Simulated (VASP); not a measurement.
# ZrZnN (P-6m2) in VASP: further runs, part 2 of 2

VASP 6.6.1.

### 4 Relaxation of cell and atoms, PBE

File INCAR:

```
PREC     = Accurate       # precision mode
ENCUT    = 600            # plane-wave cutoff, eV
EDIFF    = 1E-6           # SCF threshold, eV
ISMEAR   = 0              # smearing method
SIGMA    = 0.1            # smearing width, eV
LREAL    = False          # projectors in reciprocal space
LASPH    = True           # aspherical terms in the spheres
NELM     = 100            # most SCF steps
ALGO     = Normal         # electronic algorithm
ISIF     = 3              # what is computed and relaxed
LWAVE    = False          # write WAVECAR
LCHARG   = False          # write CHGCAR
GGA      = PE             # functional
IBRION   = 2              # ionic algorithm
NSW      = 100            # ionic steps
EDIFFG   = -0.01          # ionic threshold
```

File KPOINTS:

```
Automatic mesh
0
Gamma
  18 18 8
```

File POSCAR:

```
ZrZnN
1.0
    3.5599419091      0.0000000000      0.0000000000
   -1.7799709546      3.0830001293      0.0000000000
    0.0000000000      0.0000000000      5.9701144535
Zr Zn N
1 1 1
Direct
    0.3333333333      0.6666666667      0.5000000000
    0.3333333333      0.6666666667      0.0000000000
    0.0000000000      0.0000000000      0.5000000000
```

Potentials or basis: VASP PAW PBE potentials, release 64 (Zr_sv, Zn, N).

Launch:

```bash
cat potpaw_PBE.64/Zr_sv/POTCAR potpaw_PBE.64/Zn/POTCAR potpaw_PBE.64/N/POTCAR > POTCAR
mpirun -np 1 vasp_std > vasp.out
```

OUTCAR:

```text
PREC = Accurate
   ENCUT = 600
   EDIFF = 1E-6
   ISMEAR = 0
   LREAL = False
   LASPH = True
   NELM = 100
   ISIF = 3
   GGA = PE
   IBRION = 2
   NSW = 100
   EDIFFG = -0.01

 ion  position               nearest neighbor table
   1  0.333  0.667  0.500-   3 2.06   3 2.06   3 2.06   2 2.99   2 2.99
   2  0.333  0.667  0.000-   1 2.99   1 2.99
   3  0.000  0.000  0.500-   1 2.06   1 2.06   1 2.06

  LATTYP: Found a hexagonal cell.
 ALAT       =     3.5599419091
 C/A-ratio  =     1.6770258071

  Lattice vectors:

 A1 = (   3.5599419091,   0.0000000000,   0.0000000000)
 A2 = (  -1.7799709546,   3.0830001293,   0.0000000000)
 A3 = (   0.0000000000,   0.0000000000,   5.9701144535)

Analysis of symmetry for initial positions (statically):
=====================================================================
 Subroutine PRICEL returns:
 Original cell was already a primitive cell.

 Routine SETGRP: Setting up the symmetry group for a
 hexagonal supercell.

 Subroutine GETGRP returns: Found 12 space group operations
 (whereof 12 operations were pure point group operations)
 out of a pool of 24 trial point group operations.

The static configuration has the point symmetry D_3h.

Analysis of symmetry for dynamics (positions and initial velocities):
=====================================================================
 Subroutine PRICEL returns:
 Original cell was already a primitive cell.

 Routine SETGRP: Setting up the symmetry group for a
 hexagonal supercell.

 Subroutine GETGRP returns: Found 12 space group operations
 (whereof 12 operations were pure point group operations)
 out of a pool of 24 trial point group operations.

The dynamic configuration has the point symmetry D_3h.

 Subroutine INISYM returns: Found 12 space group operations
 (whereof 12 operations are pure point group operations),
 and found     1 'primitive' translations

----------------------------------------------------------------------------------------

                                     Primitive cell

  volume of cell :      65.5238

  direct lattice vectors                    reciprocal lattice vectors
     3.559941909  0.000000000  0.000000000     0.280903460  0.162179688  0.000000000
    -1.779970955  3.083000129  0.000000000     0.000000000  0.324359377  0.000000000
     0.000000000  0.000000000  5.970114453     0.000000000  0.000000000  0.167500976

  length of vectors
     3.559941909  3.559941909  5.970114453     0.324359377  0.324359377  0.167500976

  position of ions in fractional coordinates (direct lattice)
     0.333333333  0.666666667  0.500000000
     0.333333333  0.666666667  0.000000000
     0.000000000  0.000000000  0.500000000

  ion indices of the primitive-cell ions
   primitive index   ion index
                 1           1
                 2           2
                 3           3

----------------------------------------------------------------------------------------

 KPOINTS: Automatic mesh

[... 28 lines left out ...]
  0.222222  0.000000  0.000000      6.000000
  0.277778  0.000000  0.000000      6.000000
[... 16 lines left out ...]
  0.333333  0.111111  0.000000     12.000000
  0.388889  0.111111  0.000000     12.000000
 [... further k-points ...]
   k-points           NKPTS =    185   k-points in BZ     NKDIM =    185   number of bands    NBANDS=     18
   number of dos      NEDOS =    301   number of ions     NIONS =      3
   total plane-waves  NPLWV =  37632
   dimension x,y,z NGX =    28 NGY =   28 NGZ =   48
   dimension x,y,z NGXF=    56 NGYF=   56 NGZF=   96
   ions per type =               1   1   1
   NGX,Y,Z   is equivalent  to a cutoff of  13.08, 13.08, 13.37 a.u.
   NGXF,Y,Z  is equivalent  to a cutoff of  26.15, 26.15, 26.73 a.u.
 SYSTEM =  unknown system
   PREC   = accura    normal or accurate (medium, high low for compatibility)
   ISTART =      0    job   : 0-new  1-cont  2-samecut
   ICHARG =      2    charge: 1-file 2-atom 10-const
   ISPIN  =      1    spin polarized calculation?
   LNONCOLLINEAR =      F non collinear calculations
   LSORBIT =      F    spin-orbit coupling
   LASPH  =      T    aspherical Exc in radial PAW
   ENCUT  =  600.0 eV  44.10 Ry    6.64 a.u.   7.11  7.11 11.92*2*pi/ulx,y,z
   NELM   =    100;   NELMIN=  2; NELMDL= -5     # of ELM steps
   EDIFF  = 0.1E-05   stopping-criterion for ELM
   LREAL  =      F    real-space projection
   EDIFFG = -.1E-01   stopping-criterion for IOM
   NSW    =    100    number of steps for IOM
   IBRION =      2    ionic relax: 0-MD 1-quasi-New 2-CG
   NFREE  =      1    steps in history (QN), initial steepest desc. (CG)
   ISIF   =      3    stress and relaxation
   ISYM   =      2    0-nonsym 1-usesym 2-fastsym
   POTIM  = 0.5000    time-step for ionic-motion
   TEBEG  =    0.0;   TEEND  =   0.0 temperature during run
   PSTRESS=    0.0 pullay stress
   NELECT =      29.0000    total number of electrons
   NUPDOWN=      -1.0000    fix difference up-down
   EMIN   =  10.00;   EMAX   =-10.00  energy-range for DOS
   EFERMI =   0.00;   METHOD = LEGACY
   ISMEAR =     0;   SIGMA  =   0.10  broadening in eV -4-tet -1-fermi 0-gaus
   EFERMI_NEDOS =   21; number of points for ismear=-14 and -15
   IALGO  =     38    algorithm
   IMIX   =      4    mixing-type and parameters
     AMIX     =   0.40;   BMIX     =  1.00
     AMIX_MAG =   1.60;   BMIX_MAG =  1.00
  volume/ion in A,a.u.               =      21.84       147.39
  Fermi-wavevector in a.u.,A,eV,Ry     =   1.247597  2.357617 21.177458  1.556499
  Thomas-Fermi vector in A             =   2.381722
   LORBIT       =      0    0 simple, 1 ext, 2 COOP (PROOUT), +10 PAW based schemes
   GGA     = PE    functional components
   LHFCALC =     F    Hartree Fock is set to
   AEXX    =    0.0000 exact exchange contribution
   IVDW    =     0    specifies the selected vdW correction
   LEPSILON=     F    determine dielectric tensor
   LRPA    =     F    only Hartree local field effects (RPA)
 conjugate gradient relaxation of ions
 non-spin polarized calculation
 Gauss-broadening in eV      SIGMA  =   0.10
  energy-cutoff  :      600.00
  volume of cell :       65.52
 maximum number of plane-waves:      2212
   NGX = 15   NGY = 15   NGZ = 23

--------------------------------------- Ionic step        1  -------------------------------------------

 number of electron      28.9999998 magnetization

 Free energy of the ion-electron system (eV)
  ---------------------------------------------------
  ext. energy  EPLUGINS =         0.00000000
  ---------------------------------------------------
  free energy    TOTEN  =       -19.29714379 eV

  energy without entropy =      -19.28897258  energy(sigma->0) =      -19.29305819

------------------------ aborting loop because EDIFF is reached ----------------------------------------

  FORCE on cell =-STRESS in cart. coord.  units (eV):
  Direction    XX          YY          ZZ          XY          YZ          ZX
  --------------------------------------------------------------------------------------
  -------------------------------------------------------------------------------------
  Total        0.3354242      0.3354242     -0.4793040     -0.0000000      0.0000000      0.0000000
  in kB        8.2017363      8.2017363    -11.7198623     -0.0000000      0.0000000      0.0000000
  external PRESSURE =       1.5612035 kB  Pullay stress =       0.0000000 kB
[... 135 lines left out ...]
--------------------------------------- Ionic step        5  -------------------------------------------

 number of electron      28.9999987 magnetization

 Free energy of the ion-electron system (eV)
  ---------------------------------------------------
  ext. energy  EPLUGINS =         0.00000000
  ---------------------------------------------------
  free energy    TOTEN  =       -19.30243392 eV

  energy without entropy =      -19.29434141  energy(sigma->0) =      -19.29838767

 E-fermi :   3.7556     XC(G=0):  -9.3724

 val. band max:        3.7457814819   @ k =   0.4444   0.0556   0.1250
 cond. band min:       3.7568531405   @ k =   0.3333   0.3333   0.5000
 fundamental gap:      0.0110716587
 Fermi energy:         3.7555594646

 k-point     1 :       0.0000    0.0000    0.0000
  band No.  band energies     occupation
      1     -45.5078      2.00000
      2     -23.6160      2.00000
      3     -23.4763      2.00000
      4     -23.4763      2.00000
      5     -10.7414      2.00000
      6      -3.3998      2.00000
[... 481 lines left out ...]
      5      -9.6851      2.00000
      6      -3.3554      2.00000
[... 10 lines left out ...]
     17       5.4895      0.00000
     18       6.2307      0.00000

 [... further k-points ...]

------------------------ aborting loop because EDIFF is reached ----------------------------------------

  FORCE on cell =-STRESS in cart. coord.  units (eV):
  Direction    XX          YY          ZZ          XY          YZ          ZX
  --------------------------------------------------------------------------------------
  -------------------------------------------------------------------------------------
  Total       -0.0056069     -0.0056069     -0.0081408      0.0000000      0.0000000      0.0000000
  in kB       -0.1385029     -0.1385029     -0.2010929      0.0000000      0.0000000      0.0000000
  external PRESSURE =      -0.1593662 kB  Pullay stress =       0.0000000 kB
[... 18 lines left out ...]
  FREE ENERGIE OF THE ION-ELECTRON SYSTEM (eV)
  ---------------------------------------------------
  free  energy   TOTEN  =       -19.3024339189 eV

  energy  without entropy=      -19.2943414117  energy(sigma->0) =      -19.29838767

 reached required accuracy - stopping structural energy minimisation
```

It took 22 min on 1 thread of AMD EPYC 7R13, shared host; peak memory 0.41 GiB.

Results:

| Property | Result |
| --- | --- |
| Free energy | -19.3024 eV |
| Relaxed volume | 21.62 Å³/atom |
| Relaxed cell | a = 3.572 Å, b = 3.572 Å, c = 5.869 Å, α = 90.00°, β = 90.00°, γ = 120.00° |
| Space group after relaxing (to 0.1 Å) | P-6m2 (No. 187) |
| Energy gained by relaxing | 1.8 meV/atom |
| Ionic steps | 5 |
| Pressure after relaxing | 0.0 GPa |
| Band gap on the k mesh | zero (an odd number of electrons rules out a gap without spin polarisation) |

Step by step:
```tsv
step	energy change (eV)	largest force (eV/Å)	pressure (GPa)	volume (Å³)
1	0.0000	0.0000	0.16	65.52
2	-0.0032	0.0000	-0.73	65.72
3	-0.0032	0.0000	-0.63	65.70
4	-0.0052	0.0000	-0.11	64.99
5	-0.0053	0.0000	-0.02	64.86
```

Final structure:
```
Zr Zn N
1.0
     3.57213    0.00000    0.00000
    -1.78607    3.09356    0.00000
     0.00000    0.00000    5.86938
Zr Zn N
1 1 1
Direct
  0.33333 0.66667 0.50000
  0.33333 0.66667 0.00000
  0.00000 0.00000 0.50000
```

Levels at points of the mesh, in eV from the Fermi level:
| k point | band 11 | band 12 | band 13 | band 14 | band 15 | band 16 | band 17 | band 18 |
| --- | --- | --- | --- | --- | --- | --- | --- | --- |
| (0.00, 0.00, 0.00) | -5.54 | -4.93 | -4.93 | -3.27 | 2.01 | 2.27 | 2.27 | 2.77 |
| (0.50, 0.00, 0.00) | -4.36 | -3.75 | -2.85 | -2.72 | -0.19 | 1.68 | 1.79 | 1.98 |
| (0.00, 0.00, 0.50) | -5.53 | -4.93 | -4.93 | -1.95 | -1.69 | 2.12 | 2.12 | 3.03 |
| (0.50, 0.00, 0.50) | -4.29 | -4.09 | -2.71 | -2.11 | -0.50 | 0.65 | 1.41 | 1.64 |

### 5 Summary

| task | cell | k mesh | cutoff (eV) | gap on the mesh (eV) | pressure (GPa) |
| --- | --- | --- | --- | --- | --- |
| single point | a = 3.560, b = 3.560, c = 5.970 Å, angles 90.0, 90.0, 120.0°, 3 atoms | 6 × 6 × 4 | 520 | none | 0.2 |
| single point | a = 3.571, b = 3.571, c = 5.873 Å, angles 90.0, 90.0, 120.0°, 3 atoms | 18 × 18 × 8 | 520 | none | 0.1 |
| relaxation of cell and atoms | relaxed from a = 3.560, b = 3.560, c = 5.970 Å, angles 90.0, 90.0, 120.0°, 3 atoms | 18 × 18 × 8 | 600 | none | 0.0 |

Alike in all rows: level PBE; potentials or basis VASP PAW PBE potentials, release 64 (Zr_sv, Zn, N); no spin polarisation; smearing gaussian 0.1 eV.

Total energies depend on the potentials used, so only differences within one code and one set of settings carry meaning.

The gap in the log of VASP goes by the Fermi energy; the results here count the filled bands.